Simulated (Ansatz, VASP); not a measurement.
## Two plane-wave programs on Sb

The input INCAR:

```
PREC = Accurate
ENCUT = 520
EDIFF = 1E-8
ISMEAR = -1
SIGMA = 0.05
LREAL = F
LASPH = T
NELM = 100
ALGO = Normal
ISIF = 2
LWAVE = F
LCHARG = F
GGA = PE
LEFG = T
NBANDS = 8
```

KPOINTS

```
regular mesh
0
Gamma
  19 19 19
```

Contents of POSCAR:

```
Sb
1.0
   -1.5296765170      1.5296765170      2.5206629649
    1.5296765170     -1.5296765170      2.5206629649
    1.5296765170      1.5296765170     -2.5206629649
Sb
1
Direct
    0.0000000000      0.0000000000      0.0000000000
```

Input for Ansatz:

```yaml
crystal:
  lattice:
    - [-1.529676517, 1.529676517, 2.5206629649]
    - [1.529676517, -1.529676517, 2.5206629649]
    - [1.529676517, 1.529676517, -2.5206629649]
  atoms:
    - { symbol: Sb, position: [0.0, 0.0, 0.0] }
kpoints:
  mp_grid: { grid: [19, 19, 19] }
scf:
  occupations: { method: fermi_dirac, width: 0.05 }
hamiltonian:
  xc: pbe
  pseudopotentials: { kind: paw }
output:
  forces: true
  stress: true
  eigenvalues: true
  efg: { contact_densities: true }
  write_density: true
  write_potential: true
  elf: true
  volumetric_format: npy
```

Change from the starting cell: volume scaled by 1.05, PAW files.

Alike in both runs: task electric field gradients; functional PBE; k mesh 19 × 19 × 19; occupations fermi-dirac, width 0.05 eV; no spin polarisation.

|  | VASP | Ansatz |
| --- | --- | --- |
| version | VASP 6.6.1 | Ansatz 0.2.0 |
| potentials or method | VASP PAW PBE potentials, release 64 (Sb) | PAW with Ansatz's default frozen-core files, scalar-relativistic |
| plane-wave cutoff (eV) | 520 | 420 |
| valence electrons in the cell | 5 | 15 |

```csv
,VASP,Ansatz,Ansatz less VASP
pressure (GPa),13.1,13.2,+0.09
"traceless stress, the component that is largest in VASP (GPa)",-0.91,-0.84,+0.068
size of Vzz on the site where it differs most (V/Å²),39.4,39.3,-0.07
```

VASP's potentials hold 5 valence electrons a cell and Ansatz's 15, so a difference there can come from the potentials and not from the codes.

Spin-orbit coupling is off throughout.
